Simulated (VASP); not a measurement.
BaZrO3:

```
Ba Zr O
1.0
     4.20534    0.00000    0.00000
     0.00000    4.20534    0.00000
     0.00000    0.00000    4.20538
Ba Zr O
1 1 3
Direct
  0.50000 0.50000 0.57203
  0.00000 0.00000 0.07199
  0.00000 0.50000 0.07199
  0.50000 0.00000 0.07199
  0.00000 0.00000 0.57199
```

Base run:

| Item | Value |
| --- | --- |
| Program | VASP 6.6.1 |
| Functional | PBE |
| Potentials or basis | VASP PAW PBE potentials, release 64 (Ba_sv, Zr_sv, O) |
| Cutoff | 520 eV |
| k mesh | 6 × 6 × 6 |
| Occupations | fermi-dirac, width 0.02 eV |
| Spin | no spin polarisation |

Its results: band gap on the k mesh 3.17 eV (least direct gap 3.40 eV); pressure 3.4 GPa.

Q: The run is repeated on the same cell with these changes: functional from PBE to r2SCAN; occupations from fermi-dirac, width 0.02 eV to gaussian, width 0.01 eV. What comes out?

A: Band gap on the k mesh 3.68 eV (least direct gap 3.93 eV); pressure 1.0 GPa.

Caveats: spin-orbit coupling is left out, which moves the levels of the heavy elements; the cell stands under pressure (at least some runs); the PAW data sets were made with another functional, which shifts forces and pressure a little (at least some runs).

A k mesh can miss the band edges.
